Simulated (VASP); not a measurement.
Runs of VASP 6.6.1 on HfS4. The structure is that of space group I4/m (No. 87), or close to it. The cells are those of the table. 

| task | cell | k mesh | cutoff (eV) | gap on the mesh (eV) | pressure (GPa) | largest force (eV/Å) |
| --- | --- | --- | --- | --- | --- | --- |
| relaxation of cell and atoms | relaxed from a = 5.286 Å, angles 99.5, 99.5, 132.2°, 5 atoms | 6 × 6 × 6 | 600 | none | -0.2 | 0.02 |
| single point | a = 4.891 Å, angles 101.4, 101.4, 127.1°, 5 atoms | 6 × 6 × 6 | 520 | none | -0.6 | 0.03 |
| single point | a = 5.286 Å, angles 99.5, 99.5, 132.2°, 5 atoms | 6 × 6 × 6 | 520 | none | (b) | 0.84 |
| single point | a = 4.927 Å, angles 100.9, 100.9, 128.5°, 5 atoms | 10 × 10 × 10 | 520 | none | (a) | 0.05 |

Alike in all rows: level PBE; potentials or basis VASP PAW PBE potentials, release 64 (Hf_pv, S); no spin polarisation; smearing gaussian 0.1 eV.

Question: Estimate the missing entries.

Answer: (a) -0.7; (b) -14.8.

Caveats: spin-orbit coupling is left out, which moves the levels of the heavy elements.

A k mesh can miss the band edges, and the runs leave out spin-orbit coupling on Hf.

A gap of «none» marks levels without a gap at the run's occupations.
